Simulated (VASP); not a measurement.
# TlCl (CsCl type) (Pm-3m) in VASP: a series of runs

Runs on TlCl (CsCl type). Level: HSE06. Tasks: single point.

All numbers are computed with VASP 6.6.1; they aren't measurements. Logs are shortened: lines on timing, memory, paths and dates and some standing lists are left out, and cuts for length are marked.

### Step 1. The cell of the first run

The structure is cubic, space group Pm-3m (No. 221). The conventional cell has a = 3.874 Å, b = 3.874 Å, c = 3.874 Å, α = 90.00°, β = 90.00°, γ = 90.00°. Tl (site symmetry m-3m) has 8 Cl at 3.35 Å and 6 Tl at 3.87 Å within 4.4 Å. Cl (site symmetry m-3m) has 8 Tl at 3.35 Å and 6 Cl at 3.87 Å within 4.4 Å.

### Step 2. Single point, HSE06

Input file POSCAR:

```
TlCl
1.0
    3.8738247147      0.0000000000      0.0000000000
    0.0000000000      3.8738247147      0.0000000000
    0.0000000000      0.0000000000      3.8738247147
Tl Cl
1 1
Direct
    0.0000000000      0.0000000000      0.0000000000
    0.5000000000      0.5000000000      0.5000000000
```

Input file INCAR.step1:

```
  PREC = Accurate
  ENCUT = 400
  EDIFF = 1E-5
  ISMEAR = -1
  SIGMA = 0.05
  LREAL = False
  LASPH = True
  NELM = 120
  ALGO = Normal
  ISIF = 2
  LWAVE = True
  LCHARG = False
  NBANDS = 17
  GGA = PE
  GGA_COMPAT = False
```

Input file INCAR.step2:

```
  PREC = Accurate
  ENCUT = 400
  EDIFF = 1E-6
  ISMEAR = -1
  SIGMA = 0.05
  LREAL = False
  LASPH = True
  NELM = 120
  ALGO = Normal
  ISIF = 2
  LWAVE = False
  LCHARG = False
  GGA = PE
  LHFCALC = True
  HFSCREEN = 0.2079
  PRECFOCK = Normal
  NBANDS = 17
  ISTART = 1
  GGA_COMPAT = False
```

Input file KPOINTS:

```
regular mesh
0
Gamma
  4 4 4
```

Potentials or basis: VASP PAW PBE potentials, release 64 (Tl_d, Cl).

Command:

```bash
> cat potpaw_PBE.64/Tl_d/POTCAR potpaw_PBE.64/Cl/POTCAR > POTCAR
> cp INCAR.step1 INCAR
> mpirun -np 1 vasp_std > vasp.out
> cp INCAR.step2 INCAR
> mpirun -np 1 vasp_std > vasp.out
```

OUTCAR:

```text
PREC = Accurate
   ENCUT = 400
   EDIFF = 1E-6
   ISMEAR = -1
   LREAL = False
   LASPH = True
   NELM = 120
   ISIF = 2
   GGA = PE
   LHFCALC = True
   HFSCREEN = 0.2079
   PRECFOCK = Normal
   ISTART = 1

 ion  position               nearest neighbor table
   1  0.000  0.000  0.000-   2 3.35   2 3.35   2 3.35   2 3.35   2 3.35   2 3.35   2 3.35   2 3.35

   2  0.500  0.500  0.500-   1 3.35   1 3.35   1 3.35   1 3.35   1 3.35   1 3.35   1 3.35   1 3.35

  LATTYP: Found a simple cubic cell.
 ALAT       =     3.8738247147

  Lattice vectors:

 A1 = (   3.8738247147,   0.0000000000,   0.0000000000)
 A2 = (   0.0000000000,   3.8738247147,   0.0000000000)
 A3 = (   0.0000000000,   0.0000000000,   3.8738247147)

Analysis of symmetry for initial positions (statically):
=====================================================================
 Subroutine PRICEL returns:
 Original cell was already a primitive cell.

 Routine SETGRP: Setting up the symmetry group for a
 simple cubic supercell.

 Subroutine GETGRP returns: Found 48 space group operations
 (whereof 48 operations were pure point group operations)
 out of a pool of 48 trial point group operations.

The static configuration has the point symmetry O_h .

Analysis of symmetry for dynamics (positions and initial velocities):
=====================================================================
 Subroutine PRICEL returns:
 Original cell was already a primitive cell.

 Routine SETGRP: Setting up the symmetry group for a
 simple cubic supercell.

 Subroutine GETGRP returns: Found 48 space group operations
 (whereof 48 operations were pure point group operations)
 out of a pool of 48 trial point group operations.

The dynamic configuration has the point symmetry O_h .

 Subroutine INISYM returns: Found 48 space group operations
 (whereof 48 operations are pure point group operations),
 and found     1 'primitive' translations

----------------------------------------------------------------------------------------

                                     Primitive cell

  volume of cell :      58.1326

  direct lattice vectors                    reciprocal lattice vectors
     3.873824715  0.000000000  0.000000000     0.258142811  0.000000000  0.000000000
     0.000000000  3.873824715  0.000000000     0.000000000  0.258142811  0.000000000
     0.000000000  0.000000000  3.873824715     0.000000000  0.000000000  0.258142811

  length of vectors
     3.873824715  3.873824715  3.873824715     0.258142811  0.258142811  0.258142811

  position of ions in fractional coordinates (direct lattice)
     0.000000000  0.000000000  0.000000000
     0.500000000  0.500000000  0.500000000

  ion indices of the primitive-cell ions
   primitive index   ion index
                 1           1
                 2           2

----------------------------------------------------------------------------------------

 KPOINTS: regular mesh

Automatic generation of k-mesh.
 Grid dimensions read from file:
 generate k-points for:    4    4    4

 Generating k-lattice:

  Cartesian coordinates                     Fractional coordinates (reciprocal lattice)
     0.064535703  0.000000000  0.000000000     0.250000000  0.000000000  0.000000000
     0.000000000  0.064535703  0.000000000     0.000000000  0.250000000  0.000000000
     0.000000000  0.000000000  0.064535703     0.000000000  0.000000000  0.250000000

  Length of vectors
     0.064535703  0.064535703  0.064535703

  Shift w.r.t. Gamma in fractional coordinates (k-lattice)
     0.000000000  0.000000000  0.000000000

 Subroutine IBZKPT returns following result:
 ===========================================

 Found     10 irreducible k-points:

 Following reciprocal coordinates:
            Coordinates               Weight
  0.000000  0.000000  0.000000      1.000000
  0.250000  0.000000  0.000000      6.000000
  0.500000  0.000000  0.000000      3.000000
  0.250000  0.250000  0.000000     12.000000
  0.500000  0.250000  0.000000     12.000000
  0.500000  0.500000  0.000000      3.000000
  0.250000  0.250000  0.250000      8.000000
  0.500000  0.250000  0.250000     12.000000
  0.500000  0.500000  0.250000      6.000000
  0.500000  0.500000  0.500000      1.000000
   k-points           NKPTS =     10   k-points in BZ     NKDIM =     64   number of bands    NBANDS=     17
   number of dos      NEDOS =    301   number of ions     NIONS =      2
   total plane-waves  NPLWV =  21952
   dimension x,y,z NGX =    28 NGY =   28 NGZ =   28
   dimension x,y,z NGXF=    56 NGYF=   56 NGZF=   56
   ions per type =               1   1
   NGX,Y,Z   is equivalent  to a cutoff of  12.02, 12.02, 12.02 a.u.
   NGXF,Y,Z  is equivalent  to a cutoff of  24.03, 24.03, 24.03 a.u.
 SYSTEM =  unknown system
   PREC   = accura    normal or accurate (medium, high low for compatibility)
   ISTART =      1    job   : 0-new  1-cont  2-samecut
   ICHARG =      0    charge: 1-file 2-atom 10-const
   ISPIN  =      1    spin polarized calculation?
   LNONCOLLINEAR =      F non collinear calculations
   LSORBIT =      F    spin-orbit coupling
   LASPH  =      T    aspherical Exc in radial PAW
   ENCUT  =  400.0 eV  29.40 Ry    5.42 a.u.   6.32  6.32  6.32*2*pi/ulx,y,z
   NELM   =    120;   NELMIN=  2; NELMDL=  0     # of ELM steps
   EDIFF  = 0.1E-05   stopping-criterion for ELM
   LREAL  =      F    real-space projection
   EDIFFG = 0.1E-04   stopping-criterion for IOM
   NSW    =      0    number of steps for IOM
   IBRION =     -1    ionic relax: 0-MD 1-quasi-New 2-CG
   NFREE  =      0    steps in history (QN), initial steepest desc. (CG)
   ISIF   =      2    stress and relaxation
   ISYM   =      3    0-nonsym 1-usesym 2-fastsym
   POTIM  = 0.5000    time-step for ionic-motion
   TEBEG  =    0.0;   TEEND  =   0.0 temperature during run
   PSTRESS=    0.0 pullay stress
   NELECT =      20.0000    total number of electrons
   NUPDOWN=      -1.0000    fix difference up-down
   EMIN   =  10.00;   EMAX   =-10.00  energy-range for DOS
   EFERMI =   0.00;   METHOD = LEGACY
   ISMEAR =    -1;   SIGMA  =   0.05  broadening in eV -4-tet -1-fermi 0-gaus
   EFERMI_NEDOS =   21; number of points for ismear=-14 and -15
   IALGO  =     38    algorithm
   IMIX   =      1    mixing-type and parameters
     AMIX     =   0.40;   BMIX     =  1.00
     AMIX_MAG =   1.60;   BMIX_MAG =  1.00
  volume/ion in A,a.u.               =      29.07       196.15
  Fermi-wavevector in a.u.,A,eV,Ry     =   1.147127  2.167756 17.903914  1.315901
  Thomas-Fermi vector in A             =   2.283808
   LORBIT       =      0    0 simple, 1 ext, 2 COOP (PROOUT), +10 PAW based schemes
   GGA     = PE    functional components
   LHFCALC =     T    Hartree Fock is set to
   PRECFOCK=normal    Normal, Fast or Accurate (Low or Medium for compatibility)
   ENCUT4O =  -1.0   cutoff for four orbital integrals eV
   NKREDX  =     1    reduce k-point grid by
   NKREDY  =     1    reduce k-point grid by
   NKREDZ  =     1    reduce k-point grid by
   AEXX    =    0.2500 exact exchange contribution
   HFSCREEN=    0.2079 screening length (either q_TF or 0.3 A-1)
   HFSCREENC=   0.2079 screening length for correlation (either q_TF or 0.3 A-1)
   ENCUTFOCK=  -1.0 apply spherical cutoff to Coloumb kernel
   IVDW    =     0    specifies the selected vdW correction
   LEPSILON=     F    determine dielectric tensor
   LRPA    =     F    only Hartree local field effects (RPA)
 non-spin polarized calculation
  energy-cutoff  :      400.00
  volume of cell :       58.13
 maximum number of plane-waves:      1074
 NGX is ok and might be reduce to    28
  NGX = 20; NGY = 20; NGZ = 20

 number of electron      19.9999995 magnetization

 Free energy of the ion-electron system (eV)
  ---------------------------------------------------
  ext. energy  EPLUGINS =         0.00000000
  ---------------------------------------------------
  free energy    TOTEN  =        -7.17031172 eV

  energy without entropy =       -7.17031172  energy(sigma->0) =       -7.17031172

 E-fermi :   2.8666     XC(G=0):  -7.4641

 val. band max:        1.8119314700   @ k =   0.5000   0.0000   0.0000
 cond. band min:       4.7458181537   @ k =   0.5000   0.0000   0.0000
 fundamental gap:      2.9338866836
 Fermi energy:         2.8665714280

 k-point     1 :       0.0000    0.0000    0.0000
  band No.  band energies     occupation
      1     -13.2988      2.00000
      2      -9.3179      2.00000
      3      -9.3179      2.00000
      4      -9.1012      2.00000
      5      -9.1012      2.00000
      6      -9.1012      2.00000
[... 9 lines left out ...]
     16      15.2704      0.00000
     17      17.3313      0.00000

 k-point     2 :       0.2500    0.0000    0.0000
  band No.  band energies     occupation
      1     -13.1804      2.00000
      2      -9.3119      2.00000
      3      -9.2369      2.00000
      4      -9.1382      2.00000
      5      -9.1382      2.00000
      6      -9.0980      2.00000
[... 9 lines left out ...]
     16      16.0721      0.00000
     17      17.1857      0.00000

 k-point     3 :       0.5000    0.0000    0.0000
  band No.  band energies     occupation
      1     -13.0546      2.00000
      2      -9.3059      2.00000
      3      -9.1745      2.00000
      4      -9.1745      2.00000
      5      -9.1602      2.00000
      6      -9.0947      2.00000
[... 9 lines left out ...]
     16      16.7490      0.00000
     17      17.3410      0.00000

 k-point     4 :       0.2500    0.2500    0.0000
  band No.  band energies     occupation
      1     -13.0922      2.00000
      2      -9.2711      2.00000
      3      -9.1842      2.00000
      4      -9.1456      2.00000
      5      -9.1351      2.00000
      6      -9.1273      2.00000
[... 9 lines left out ...]
     16      14.8976      0.00000
     17      15.2800      0.00000

 k-point     5 :       0.5000    0.2500    0.0000
  band No.  band energies     occupation
      1     -13.0007      2.00000
      2      -9.2558      2.00000
      3      -9.1641      2.00000
      4      -9.1490      2.00000
      5      -9.1243      2.00000
      6      -9.1080      2.00000
[... 9 lines left out ...]
     16      15.3212      0.00000
     17      16.0528      0.00000

 k-point     6 :       0.5000    0.5000    0.0000
  band No.  band energies     occupation
      1     -12.9460      2.00000
      2      -9.2282      2.00000
      3      -9.1535      2.00000
      4      -9.1535      2.00000
      5      -9.1175      2.00000
      6      -9.0348      2.00000
[... 9 lines left out ...]
     16      14.3844      0.00000
     17      14.4285      0.00000

 k-point     7 :       0.2500    0.2500    0.2500
  band No.  band energies     occupation
      1     -13.0115      2.00000
      2      -9.1845      2.00000
      3      -9.1845      2.00000
      4      -9.1678      2.00000
      5      -9.1678      2.00000
      6      -9.1193      2.00000
[... 9 lines left out ...]
     16      15.0747      0.00000
     17      17.6771      0.00000

 k-point     8 :       0.5000    0.2500    0.2500
  band No.  band energies     occupation
      1     -12.9279      2.00000
      2      -9.2184      2.00000
      3      -9.1737      2.00000
      4      -9.1683      2.00000
      5      -9.1360      2.00000
      6      -9.0882      2.00000
[... 9 lines left out ...]
     16      14.7227      0.00000
     17      18.4899      0.00000

 k-point     9 :       0.5000    0.5000    0.2500
  band No.  band energies     occupation
      1     -12.8524      2.00000
      2      -9.2096      2.00000
      3      -9.2096      2.00000
      4      -9.1873      2.00000
      5      -9.1295      2.00000
      6      -9.0329      2.00000
[... 9 lines left out ...]
     16      15.1008      0.00000
     17      19.0715      0.00000

 k-point    10 :       0.5000    0.5000    0.5000
  band No.  band energies     occupation
      1     -12.7529      2.00000
      2      -9.2640      2.00000
      3      -9.2640      2.00000
      4      -9.2640      2.00000
      5      -9.0311      2.00000
      6      -9.0311      2.00000
[... 9 lines left out ...]
     16      15.7344      0.00000
     17      20.0085      0.00000

------------------------ aborting loop because EDIFF is reached ----------------------------------------

  FORCE on cell =-STRESS in cart. coord.  units (eV):
  Direction    XX          YY          ZZ          XY          YZ          ZX
  --------------------------------------------------------------------------------------
  -------------------------------------------------------------------------------------
  Total        0.0469123      0.0469123      0.0469123      0.0000000      0.0000000      0.0000000
  in kB        1.2929378      1.2929378      1.2929378      0.0000000      0.0000000      0.0000000
  external PRESSURE =       1.2929378 kB  Pullay stress =       0.0000000 kB

 VOLUME and BASIS-vectors are now :
 -----------------------------------------------------------------------------
  energy-cutoff  :      400.00
  volume of cell :       58.13
      direct lattice vectors                 reciprocal lattice vectors
     3.873824715  0.000000000  0.000000000     0.258142811  0.000000000  0.000000000
     0.000000000  3.873824715  0.000000000     0.000000000  0.258142811  0.000000000
     0.000000000  0.000000000  3.873824715     0.000000000  0.000000000  0.258142811

 POSITION                                       TOTAL-FORCE (eV/Angst)
 -----------------------------------------------------------------------------------
      0.00000      0.00000      0.00000         0.000000      0.000000      0.000000
      1.93691      1.93691      1.93691         0.000000      0.000000      0.000000
 -----------------------------------------------------------------------------------
    total drift:                                0.000000      0.000001      0.000001

  FREE ENERGIE OF THE ION-ELECTRON SYSTEM (eV)
  ---------------------------------------------------
  free  energy   TOTEN  =        -7.1703117246 eV

  energy  without entropy=       -7.1703117245  energy(sigma->0) =       -7.17031172
```

It took 6.6 min on 1 thread of AMD EPYC 7R13 (Zen 3), shared host; peak memory 0.23 GiB.

What came out:

```yaml
Free_energy: -7.1703 eV
Pressure: 0.1 GPa
Band_gap_on_the_k_mesh: 2.93 eV
```

Levels at points of the mesh, in eV from the valence-band top:
```csv
k point,band 7,band 8,band 9,band 10,band 11,band 12,band 13,band 14
"(0.00, 0.00, 0.00)",-4.61,-1.73,-1.73,-1.73,8.85,8.85,8.87,8.87
"(0.50, 0.00, 0.00)",-5.68,-1.31,-1.31,0.00,2.93,7.61,7.61,9.90
"(0.50, 0.50, 0.00)",-3.32,-3.19,-3.19,-1.25,5.80,5.80,9.43,9.55
"(0.50, 0.50, 0.50)",-2.27,-2.27,-2.27,-2.06,3.44,3.44,3.44,13.92
```

Caveat: the PAW data sets were made with another functional, which shifts forces and pressure a little; spin-orbit coupling is left out, which moves the levels of the heavy elements. A k mesh can miss the band edges.

### Step 3. Single point, HSE06

This run uses another cell than the first one, of 29.96 Å³/atom.

Input file POSCAR:

```
TlCl
1.0
    3.9129569058      0.0000000000      0.0000000000
    0.0000000000      3.9129569058      0.0000000000
    0.0000000000      0.0000000000      3.9129569058
Tl Cl
1 1
Direct
    0.0000000000      0.0000000000      0.0000000000
    0.5000000000      0.5000000000      0.5000000000
```

Input file INCAR.step1:

```
ALGO = Normal
EDIFF = 1E-5
ENCUT = 400
GGA = PE
GGA_COMPAT = False
ISIF = 2
ISMEAR = -1
LASPH = True
LCHARG = False
LREAL = False
LWAVE = True
NBANDS = 17
NELM = 120
PREC = Accurate
SIGMA = 0.05
```

Input file INCAR.step2:

```
ALGO = Normal
EDIFF = 1E-6
ENCUT = 400
GGA = PE
GGA_COMPAT = False
HFSCREEN = 0.2079
ISIF = 2
ISMEAR = -1
ISTART = 1
LASPH = True
LCHARG = False
LHFCALC = True
LREAL = False
LWAVE = False
NBANDS = 17
NELM = 120
PREC = Accurate
PRECFOCK = Normal
SIGMA = 0.05
```

Input file KPOINTS:

```
k-points
0
Gamma
  4 4 4
```

Potentials or basis: VASP PAW PBE potentials, release 64 (Tl_d, Cl).

Command:

```bash
> cat potpaw_PBE.64/Tl_d/POTCAR potpaw_PBE.64/Cl/POTCAR > POTCAR
> cp INCAR.step1 INCAR
> mpirun -np 1 vasp_std > vasp.out
> cp INCAR.step2 INCAR
> mpirun -np 1 vasp_std > vasp.out
```

Run time: 5.8 min. Hardware: 1 thread of AMD EPYC 7R13 (Zen 3), shared host; peak memory 0.23 GiB.

The run converged. Its results:

- Free energy: -7.1692 eV
- Pressure: -0.5 GPa
- Band gap on the k mesh: 3.02 eV

Levels at points of the mesh, in eV from the valence-band top:
```
           k point  band 7  band 8  band 9  band 10  band 11  band 12  band 13  band 14
(0.00, 0.00, 0.00)   -4.53   -1.58   -1.58    -1.58     8.76     8.76     8.76     8.92
(0.50, 0.00, 0.00)   -5.48   -1.18   -1.18     0.00     3.02     7.61     7.61    10.02
(0.50, 0.50, 0.00)   -3.27   -2.97   -2.97    -1.12     5.78     5.78     9.43     9.45
(0.50, 0.50, 0.50)   -2.11   -2.11   -2.11    -2.09     3.57     3.57     3.57    13.76
```

Caveat: the PAW data sets were made with another functional, which shifts forces and pressure a little; spin-orbit coupling is left out, which moves the levels of the heavy elements.
